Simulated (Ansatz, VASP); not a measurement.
## Al2O3: VASP beside Ansatz

File POSCAR:

```
Al2O3
1.0
    2.6535789524      0.0000000000      0.0000000000
   -1.3267894762      2.2980667837      0.0000000000
    0.0000000000      0.0000000000      8.9632842816
Al O
2 3
Direct
    0.0000000000      0.0000000000      0.1499923300
    0.0000000000      0.0000000000      0.8500076700
    0.3333333333      0.6666666667      0.2223169200
    0.6666666667      0.3333333333      0.0000000000
    0.3333333333      0.6666666667      0.7776830800
```

INCAR.step1

```
SYSTEM = Al2O3
  PREC = Accurate
  ENCUT = 520
  ISMEAR = 0
  SIGMA = 0.05
  LREAL = .FALSE.
  LASPH = .TRUE.
  NELM = 100
  NBANDS = 20
  GGA = PE
  ALGO = Normal
  EDIFF = 1E-4
  LWAVE = .TRUE.
  LCHARG = .FALSE.
```

File INCAR.step2:

```
SYSTEM = Al2O3
  PREC = Accurate
  ENCUT = 520
  EDIFF = 1E-6
  ISMEAR = 0
  SIGMA = 0.05
  LREAL = .FALSE.
  LASPH = .TRUE.
  NELM = 100
  ALGO = Normal
  ISIF = 2
  LWAVE = .FALSE.
  LCHARG = .FALSE.
  METAGGA = R2SCAN
  LMIXTAU = .TRUE.
  NBANDS = 20
  ISTART = 1
```

Contents of KPOINTS:

```
regular mesh
0
G
  12 12 4
  0 0 0
```

Input for Ansatz:

```yaml
crystal:
  lattice:
    - [2.6535789524, 0.0, 0.0]
    - [-1.3267894762, 2.2980667837, 0.0]
    - [0.0, 0.0, 8.9632842816]
  atoms:
    - { symbol: Al, position: [0.0, 0.0, 0.14999233] }
    - { symbol: Al, position: [0.0, 0.0, 0.85000767] }
    - { symbol: O, position: [0.3333333333, 0.6666666667, 0.22231692] }
    - { symbol: O, position: [0.6666666667, 0.3333333333, 0.0] }
    - { symbol: O, position: [0.3333333333, 0.6666666667, 0.77768308] }
basis:
  ecutwfc: 500
kpoints:
  mp_grid: { grid: [12, 12, 4] }
hamiltonian:
  xc: r2scan
scf:
  occupations: { method: gaussian, width: 0.05 }
output:
  forces: true
  stress: true
  eigenvalues: true
```

Change from the starting cell: strain -0.080 along x and y, -0.040 along z, atoms carried along.

Alike in both runs: task single point; functional r2SCAN; k mesh 12 × 12 × 4; occupations gaussian, width 0.05 eV; no spin polarisation.

|  | VASP | Ansatz |
| --- | --- | --- |
| version | VASP 6.6.1 | Ansatz 0.2.0 |
| potentials or method | VASP PAW PBE potentials, release 64 (Al, O), cutoff 520 eV | scalar-relativistic, plane waves, PAW |
| valence electrons in the cell | 24 | 24 |

VASP gave:

```
gap on the k mesh at the Fermi level (eV)                     : 7.97
least direct gap on the mesh (eV)                             : 8.26
pressure (GPa)                                                : 43.6
traceless stress, the component that is largest in VASP (GPa) : -24.34
rms of the force components (eV/Å)                            : 1.285
```

Estimate Ansatz's values.

gap on the k mesh at the Fermi level (eV): 7.96; least direct gap on the mesh (eV): 8.23; pressure (GPa): 42.9; traceless stress, the component that is largest in VASP (GPa): -23.43; rms of the force components (eV/Å): 1.271.

VASP's potentials were made for PBE, not for r2SCAN. Atom by atom the forces differ by 0.015 eV/Å (rms over components). Both programs put the cell under a high pressure, so it lies far from rest at this level.
